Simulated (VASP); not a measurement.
# Sc (P6/mmm) in VASP: notebook

The runs below take Sc through single point, with PBE.

Everything below comes from runs of VASP 6.6.1. Logs are shortened: lines on timing, memory, paths and dates and some standing lists are left out, and cuts for length are marked.

## (1) The cell of the first run

Symmetry: P6/mmm, No. 191, hexagonal system. Conventional cell: a = 2.670 Å, b = 2.670 Å, c = 2.463 Å, α = 90.00°, β = 90.00°, γ = 120.00°. Sc (site symmetry 6/mmm) has 8 Sc at 2.46 to 2.67 Å within 3.3 Å.

## (2) Single point, PBE (volume scaled by 0.6)

The input, INCAR:

```
SYSTEM = Sc
PREC = Accurate
ENCUT = 520
EDIFF = 1E-7
ISMEAR = -1
SIGMA = 0.1
LREAL = .False.
LASPH = .True.
NELM = 60
ALGO = Normal
ISIF = 2
LWAVE = .False.
LCHARG = .False.
GGA = PE
NBANDS = 12
```

The input, KPOINTS:

```
regular mesh
0
Gamma
  15 15 14
  0 0 0
```

The input, POSCAR:

```
Sc
1.0
    2.6701114486     -0.0000000001      0.0000000000
   -1.3350557242      2.3123843454      0.0000000000
    0.0000000000      0.0000000000      2.4633534173
Sc
1
Direct
    0.0000000000      0.0000000000      0.0000000000
```

Potentials or basis: VASP PAW PBE potentials, release 64 (Sc_sv).

Launch:

```sh
cat potpaw_PBE.64/Sc_sv/POTCAR > POTCAR
mpirun -np 1 vasp_std > vasp.out
```

OUTCAR:

```text
SYSTEM = Sc
   PREC = Accurate
   ENCUT = 520
   EDIFF = 1E-7
   ISMEAR = -1
   LREAL = .False.
   LASPH = .True.
   NELM = 60
   ISIF = 2
   GGA = PE

 ion  position               nearest neighbor table
   1  0.000  0.000  0.000-

  LATTYP: Found a hexagonal cell.
 ALAT       =     2.6701114486
 C/A-ratio  =     0.9225657673

  Lattice vectors:

 A1 = (   2.6701114486,  -0.0000000001,   0.0000000000)
 A2 = (  -1.3350557242,   2.3123843454,   0.0000000000)
 A3 = (   0.0000000000,   0.0000000000,   2.4633534173)

Analysis of symmetry for initial positions (statically):
=====================================================================
 Subroutine PRICEL returns:
 Original cell was already a primitive cell.

 Routine SETGRP: Setting up the symmetry group for a
 hexagonal supercell.

 Subroutine GETGRP returns: Found 24 space group operations
 (whereof 24 operations were pure point group operations)
 out of a pool of 24 trial point group operations.

The static configuration has the point symmetry D_6h.

Analysis of symmetry for dynamics (positions and initial velocities):
=====================================================================
 Subroutine PRICEL returns:
 Original cell was already a primitive cell.

 Routine SETGRP: Setting up the symmetry group for a
 hexagonal supercell.

 Subroutine GETGRP returns: Found 24 space group operations
 (whereof 24 operations were pure point group operations)
 out of a pool of 24 trial point group operations.

The dynamic configuration has the point symmetry D_6h.

 Subroutine INISYM returns: Found 24 space group operations
 (whereof 24 operations are pure point group operations),
 and found     1 'primitive' translations

----------------------------------------------------------------------------------------

                                     Primitive cell

  volume of cell :      15.2095

  direct lattice vectors                    reciprocal lattice vectors
     2.670111449 -0.000000000  0.000000000     0.374516203  0.216227030  0.000000000
    -1.335055724  2.312384345  0.000000000     0.000000000  0.432454061  0.000000000
     0.000000000  0.000000000  2.463353417     0.000000000  0.000000000  0.405950682

  length of vectors
     2.670111449  2.670111449  2.463353417     0.432454061  0.432454061  0.405950682

  position of ions in fractional coordinates (direct lattice)
     0.000000000  0.000000000  0.000000000

  ion indices of the primitive-cell ions
   primitive index   ion index
                 1           1

----------------------------------------------------------------------------------------

 KPOINTS: regular mesh

Automatic generation of k-mesh.
 Grid dimensions read from file:
 generate k-points for:   15   15   14

 Generating k-lattice:

  Cartesian coordinates                     Fractional coordinates (reciprocal lattice)
     0.024967747  0.014415135  0.000000000     0.066666667  0.000000000  0.000000000
     0.000000000  0.028830271  0.000000000    -0.000000000  0.066666667  0.000000000
     0.000000000  0.000000000  0.028996477     0.000000000  0.000000000  0.071428571

  Length of vectors
     0.028830271  0.028830271  0.028996477

  Shift w.r.t. Gamma in fractional coordinates (k-lattice)
     0.000000000  0.000000000  0.000000000

 Subroutine IBZKPT returns following result:
 ===========================================

 Found    216 irreducible k-points:

 Following reciprocal coordinates:
            Coordinates               Weight
  0.000000  0.000000  0.000000      1.000000
  0.066667 -0.000000  0.000000      6.000000
  0.133333 -0.000000  0.000000      6.000000
  0.200000  0.000000  0.000000      6.000000
  0.266667 -0.000000  0.000000      6.000000
  0.333333 -0.000000  0.000000      6.000000
[... 16 lines left out ...]
  0.333333  0.200000  0.000000     12.000000
  0.400000  0.200000  0.000000      6.000000
 [... further k-points ...]
   k-points           NKPTS =    216   k-points in BZ     NKDIM =    216   number of bands    NBANDS=     12
   number of dos      NEDOS =    301   number of ions     NIONS =      1
   total plane-waves  NPLWV =   7200
   dimension x,y,z NGX =    20 NGY =   20 NGZ =   18
   dimension x,y,z NGXF=    40 NGYF=   40 NGZF=   36
   ions per type =               1
   NGX,Y,Z   is equivalent  to a cutoff of  12.45, 12.45, 12.15 a.u.
   NGXF,Y,Z  is equivalent  to a cutoff of  24.90, 24.90, 24.30 a.u.
 SYSTEM =  Sc
   PREC   = accura    normal or accurate (medium, high low for compatibility)
   ISTART =      0    job   : 0-new  1-cont  2-samecut
   ICHARG =      2    charge: 1-file 2-atom 10-const
   ISPIN  =      1    spin polarized calculation?
   LNONCOLLINEAR =      F non collinear calculations
   LSORBIT =      F    spin-orbit coupling
   LASPH  =      T    aspherical Exc in radial PAW
   ENCUT  =  520.0 eV  38.22 Ry    6.18 a.u.   4.96  4.96  4.58*2*pi/ulx,y,z
   NELM   =     60;   NELMIN=  2; NELMDL= -5     # of ELM steps
   EDIFF  = 0.1E-06   stopping-criterion for ELM
   LREAL  =      F    real-space projection
   EDIFFG = 0.1E-05   stopping-criterion for IOM
   NSW    =      0    number of steps for IOM
   IBRION =     -1    ionic relax: 0-MD 1-quasi-New 2-CG
   NFREE  =      0    steps in history (QN), initial steepest desc. (CG)
   ISIF   =      2    stress and relaxation
   ISYM   =      2    0-nonsym 1-usesym 2-fastsym
   POTIM  = 0.5000    time-step for ionic-motion
   TEBEG  =    0.0;   TEEND  =   0.0 temperature during run
   PSTRESS=    0.0 pullay stress
   NELECT =      11.0000    total number of electrons
   NUPDOWN=      -1.0000    fix difference up-down
   EMIN   =  10.00;   EMAX   =-10.00  energy-range for DOS
   EFERMI =   0.00;   METHOD = LEGACY
   ISMEAR =    -1;   SIGMA  =   0.10  broadening in eV -4-tet -1-fermi 0-gaus
   EFERMI_NEDOS =   21; number of points for ismear=-14 and -15
   IALGO  =     38    algorithm
   IMIX   =      4    mixing-type and parameters
     AMIX     =   0.40;   BMIX     =  1.00
     AMIX_MAG =   1.60;   BMIX_MAG =  1.00
  volume/ion in A,a.u.               =      15.21       102.64
  Fermi-wavevector in a.u.,A,eV,Ry     =   1.469491  2.776936 29.380484  2.159405
  Thomas-Fermi vector in A             =   2.584862
   LORBIT       =      0    0 simple, 1 ext, 2 COOP (PROOUT), +10 PAW based schemes
   GGA     = PE    functional components
   LHFCALC =     F    Hartree Fock is set to
   AEXX    =    0.0000 exact exchange contribution
   IVDW    =     0    specifies the selected vdW correction
   LEPSILON=     F    determine dielectric tensor
   LRPA    =     F    only Hartree local field effects (RPA)
 non-spin polarized calculation
  energy-cutoff  :      520.00
  volume of cell :       15.21
 maximum number of plane-waves:       435
 NGX is ok and might be reduce to    20
   NGX =  9   NGY =  9   NGZ =  9

 number of electron      10.9999994 magnetization

 Free energy of the ion-electron system (eV)
  ---------------------------------------------------
  ext. energy  EPLUGINS =         0.00000000
  ---------------------------------------------------
  free energy    TOTEN  =        -4.78356413 eV

  energy without entropy =       -4.73367006  energy(sigma->0) =       -4.75861710

 E-fermi :   6.9823     XC(G=0): -11.9855

 val. band max:        6.9780360086   @ k =   0.4000   0.0667   0.0000
 cond. band min:       6.9824699491   @ k =   0.2667  -0.0000   0.1429
 fundamental gap:      0.0044339405
 Fermi energy:         6.9823396546

 k-point     1 :       0.0000    0.0000    0.0000
  band No.  band energies     occupation
      1     -41.8296      2.00000
      2     -19.3647      2.00000
      3     -19.3647      2.00000
      4     -19.2665      2.00000
      5       1.6487      2.00000
      6       5.9530      1.99993
      7       9.0739      0.00000
      8       9.0739      0.00000
      9      13.6534      0.00000
     10      13.6534      0.00000
     11      22.5913      0.00000
     12      25.5922      0.00000

 k-point     2 :       0.0667   -0.0000    0.0000
  band No.  band energies     occupation
      1     -41.8123      2.00000
      2     -19.4552      2.00000
      3     -19.3834      2.00000
      4     -19.2575      2.00000
      5       1.8272      2.00000
      6       6.0279      1.99986
      7       8.8744      0.00000
      8       9.2243      0.00000
      9      13.4983      0.00000
     10      13.6290      0.00000
     11      22.8713      0.00000
     12      25.8825      0.00000

 k-point     3 :       0.1333   -0.0000    0.0000
  band No.  band energies     occupation
      1     -41.7631      2.00000
      2     -19.7061      2.00000
      3     -19.4358      2.00000
      4     -19.2318      2.00000
      5       2.3296      2.00000
      6       6.2340      1.99888
      7       8.3840      0.00000
      8       9.6644      0.00000
      9      13.0879      0.00000
     10      13.5608      0.00000
     11      23.4208      0.00000
     12      26.6901      0.00000
[... 286 lines left out ...]
 k-point    23 :       0.3333    0.2000    0.0000
  band No.  band energies     occupation
      1     -41.3968      2.00000
      2     -21.0136      2.00000
      3     -20.1856      2.00000
      4     -19.0447      2.00000
      5       5.7974      1.99999
      6       7.0544      0.65438
      7       7.8343      0.00040
      8      11.2975      0.00000
      9      12.5076      0.00000
     10      14.6495      0.00000
     11      18.4615      0.00000
     12      19.6801      0.00000

 k-point    24 :       0.4000    0.2000    0.0000
  band No.  band energies     occupation
      1     -41.3816      2.00000
      2     -21.0498      2.00000
      3     -20.2292      2.00000
      4     -19.0371      2.00000
      5       5.7498      1.99999
      6       7.2820      0.09514
      7       7.9504      0.00012
      8      11.2583      0.00000
      9      12.4443      0.00000
     10      15.0135      0.00000
     11      17.9949      0.00000
     12      19.3641      0.00000

 [... further k-points ...]
[... 5 lines left out ...]
  --------------------------------------------------------------------------------------
  -------------------------------------------------------------------------------------
  Total        4.5937365      4.5937365      4.6325624      0.0000000     -0.0000000     -0.0000000
  in kB      483.9054713    483.9054713    487.9953931      0.0000000     -0.0000000     -0.0000000
  external PRESSURE =     485.2687786 kB  Pullay stress =       0.0000000 kB

 VOLUME and BASIS-vectors are now :
 -----------------------------------------------------------------------------
  energy-cutoff  :      520.00
  volume of cell :       15.21
      direct lattice vectors                 reciprocal lattice vectors
     2.670111449 -0.000000000  0.000000000     0.374516203  0.216227030  0.000000000
    -1.335055724  2.312384345  0.000000000     0.000000000  0.432454061  0.000000000
     0.000000000  0.000000000  2.463353417     0.000000000  0.000000000  0.405950682

 POSITION                                       TOTAL-FORCE (eV/Angst)
 -----------------------------------------------------------------------------------
      0.00000      0.00000      0.00000        -0.000000      0.000000      0.000000
 -----------------------------------------------------------------------------------
    total drift:                                0.000000      0.000000      0.000000

  FREE ENERGIE OF THE ION-ELECTRON SYSTEM (eV)
  ---------------------------------------------------
  free  energy   TOTEN  =        -4.7835641310 eV

  energy  without entropy=       -4.7336700630  energy(sigma->0) =       -4.75861710
```

Run time: 20 s. Hardware: 1 thread of Intel Xeon Platinum 8259CL at 2.50GHz (Skylake/Cascade Lake), shared host; peak memory 0.15 GiB.

Results:

```yaml
Free_energy: -4.7836 eV
Pressure: 48.5 GPa
```

## (3) Single point, PBE (volume scaled by 0.68)

The input, INCAR:

```
SYSTEM = Sc
PREC     = Accurate       ! precision mode
ENCUT    = 520            ! plane-wave cutoff, eV
EDIFF    = 1E-7           ! SCF threshold, eV
ISMEAR   = -1             ! smearing method
SIGMA    = 0.1            ! smearing width, eV
LREAL    = .False.        ! projectors in reciprocal space
LASPH    = .True.         ! aspherical terms in the spheres
NELM     = 100            ! most SCF steps
ALGO     = Normal         ! electronic algorithm
ISIF     = 2              ! what is computed and relaxed
LWAVE    = .False.        ! write WAVECAR
LCHARG   = .False.        ! write CHGCAR
GGA      = PE             ! functional
NBANDS   = 12             ! bands
```

KPOINTS is that of step 2.

The input, POSCAR:

```
Sc
1.0
    2.7938789358      0.0000000000      0.0000000000
   -1.3969394679      2.4195701335      0.0000000000
    0.0000000000      0.0000000000      2.5499284700
Sc
1
Direct
    0.0000000000      0.0000000000      0.0000000000
```

Potentials or basis: VASP PAW PBE potentials, release 64 (Sc_sv).

Launch:

```sh
cat potpaw_PBE.64/Sc_sv/POTCAR > POTCAR
mpirun -np 1 vasp_std > vasp.out
```

It took 23 s on 1 thread of Intel Xeon Platinum 8259CL at 2.50GHz (Skylake/Cascade Lake), shared host; peak memory 0.16 GiB.

Results (log left out):

- Free energy: -5.2757 eV
- Pressure: 30.3 GPa

Stress tensor (GPa, compression positive):
```
30.21  0.00  0.00
 0.00 30.21  0.00
 0.00  0.00 30.62
```

Levels at points of the mesh, in eV from the Fermi level:
```tsv
k point	band 4	band 5	band 6	band 7	band 8	band 9
(0.00, 0.00, 0.00)	-26.68	-5.39	-0.80	1.97	1.97	5.93
(0.00, 0.00, 0.50)	-26.61	-1.20	0.50	2.80	2.80	3.23
```

## (4) Single point, PBE (volume scaled by 0.68)

The input, INCAR:

```
ALGO     = Normal         # electronic algorithm
EDIFF    = 1E-7           # SCF threshold, eV
ENCUT    = 520            # plane-wave cutoff, eV
GGA      = PE             # functional
ISIF     = 2              # what is computed and relaxed
ISMEAR   = -1             # smearing method
LASPH    = True           # aspherical terms in the spheres
LCHARG   = True           # write CHGCAR
LELF     = True           # ELF
LREAL    = False          # projectors in reciprocal space
LVHAR    = True         
LWAVE    = False          # write WAVECAR
NBANDS   = 12             # bands
NELM     = 80             # most SCF steps
PREC     = Accurate       # precision mode
SIGMA    = 0.1            # smearing width, eV
```

The input, KPOINTS:

```
k-points
0
Gamma
  15 15 14
```

POSCAR is that of step 3.

Potentials or basis: VASP PAW PBE potentials, release 64 (Sc_sv).

Launch:

```sh
cat potpaw_PBE.64/Sc_sv/POTCAR > POTCAR
mpirun -np 1 vasp_std > vasp.out
```

OUTCAR:

```text
EDIFF = 1E-7
   ENCUT = 520
   GGA = PE
   ISIF = 2
   ISMEAR = -1
   LASPH = True
   LREAL = False
   NELM = 80
   PREC = Accurate

 ion  position               nearest neighbor table
   1  0.000  0.000  0.000-

  LATTYP: Found a hexagonal cell.
 ALAT       =     2.7938789358
 C/A-ratio  =     0.9126839525

  Lattice vectors:

 A1 = (   2.7938789358,   0.0000000000,   0.0000000000)
 A2 = (  -1.3969394679,   2.4195701335,   0.0000000000)
 A3 = (   0.0000000000,   0.0000000000,   2.5499284700)

[... 530 lines left out ...]
      5       4.8147      1.99999
      6       6.1957      0.29694
      7       6.5194      0.01360
      8      10.0015      0.00000
      9      10.9708      0.00000
     10      13.0754      0.00000
     11      15.5629      0.00000
     12      16.9301      0.00000

 [... further k-points ...]
[... 5 lines left out ...]
  --------------------------------------------------------------------------------------
  -------------------------------------------------------------------------------------
  Total        3.2503468      3.2503468      3.2943506      0.0000000      0.0000000      0.0000000
  in kB      302.1109624    302.1109624    306.2009960      0.0000000      0.0000000      0.0000000
  external PRESSURE =     303.4743069 kB  Pullay stress =       0.0000000 kB

 VOLUME and BASIS-vectors are now :
 -----------------------------------------------------------------------------
  energy-cutoff  :      520.00
  volume of cell :       17.24
      direct lattice vectors                 reciprocal lattice vectors
     2.793878936  0.000000000  0.000000000     0.357925316  0.206648277  0.000000000
    -1.396939468  2.419570134  0.000000000     0.000000000  0.413296555  0.000000000
     0.000000000  0.000000000  2.549928470     0.000000000  0.000000000  0.392167863

 POSITION                                       TOTAL-FORCE (eV/Angst)
 -----------------------------------------------------------------------------------
      0.00000      0.00000      0.00000         0.000000      0.000000      0.000000
 -----------------------------------------------------------------------------------
    total drift:                                0.000000      0.000000      0.000000

  FREE ENERGIE OF THE ION-ELECTRON SYSTEM (eV)
  ---------------------------------------------------
  free  energy   TOTEN  =        -5.2757166515 eV

  energy  without entropy=       -5.2187839406  energy(sigma->0) =       -5.24725030
```

stdout:

```text
POSCAR found type information on POSCAR Sc
 POSCAR found :  1 types and       1 ions
 scaLAPACK will be used
 LDA part: xc-table for (Slater+PW92), standard interpolation
 POSCAR, INCAR and KPOINTS ok, starting setup
 FFT: planning ... GRIDC
 FFT: planning ... GRID_SOFT
 FFT: planning ... GRID
 WAVECAR not read
 entering main loop
```

Run time: 24 s. Hardware: 1 thread of Intel Xeon Platinum 8259CL at 2.50GHz (Skylake/Cascade Lake), shared host; peak memory 0.17 GiB.

Results:

- Free energy: -5.2757 eV
- Pressure: 30.3 GPa

Stress tensor (GPa, compression positive):
```
30.21  0.00  0.00
 0.00 30.21  0.00
 0.00  0.00 30.62
```

Levels at points of the mesh, in eV from the Fermi level:
| k point | band 3 | band 4 | band 5 | band 6 | band 7 | band 8 | band 9 | band 10 |
| --- | --- | --- | --- | --- | --- | --- | --- | --- |
| (0.00, 0.00, 0.00) | -26.79 | -26.68 | -5.39 | -0.80 | 1.97 | 1.97 | 5.93 | 5.93 |
| (0.00, 0.00, 0.50) | -26.61 | -26.61 | -1.20 | 0.50 | 2.80 | 2.80 | 3.23 | 3.23 |

## (5) Single point, PBE (volume scaled by 0.76)

The input, INCAR:

```
SYSTEM = Sc
PREC = Accurate
ENCUT = 520
EDIFF = 1E-6
ISMEAR = -1
SIGMA = 0.1
LREAL = .FALSE.
LASPH = .TRUE.
NELM = 60
ALGO = Normal
ISIF = 2
LWAVE = .FALSE.
LCHARG = .FALSE.
GGA = PE
NBANDS = 12
```

The input, KPOINTS:

```
regular mesh
0
G
  15 15 14
  0 0 0
```

The input, POSCAR:

```
Sc
1.0
    2.8997840054      0.0000000000      0.0000000000
   -1.4498920027      2.5112866142      0.0000000000
    0.0000000000      0.0000000000      2.6455534729
Sc
1
Direct
    0.0000000000      0.0000000000      0.0000000000
```

Launch:

```sh
cat potpaw_PBE.64/Sc_sv/POTCAR > POTCAR
mpirun -np 1 vasp_std > vasp.out
```

Run time: 20 s. Hardware: 1 thread of Intel Xeon Platinum 8259CL at 2.50GHz (Skylake/Cascade Lake), shared host; peak memory 0.17 GiB.

Results (log left out):

| Item | Value |
| --- | --- |
| Free energy | -5.5781 eV |
| Pressure | 18.1 GPa |

Stress tensor (GPa, compression positive):
```
18.01  0.00  0.00
 0.00 18.01  0.00
 0.00  0.00 18.19
```

Levels at points of the mesh, in eV from the Fermi level:
```csv
k point,band 3,band 4,band 5,band 6,band 7,band 8,band 9,band 10
"(0.00, 0.00, 0.00)",-27.15,-27.09,-5.35,-0.65,1.85,1.85,5.29,5.29
"(0.00, 0.00, 0.50)",-27.02,-27.02,-1.35,0.17,2.58,2.58,2.94,2.94
```

[end of part 1 of 2]
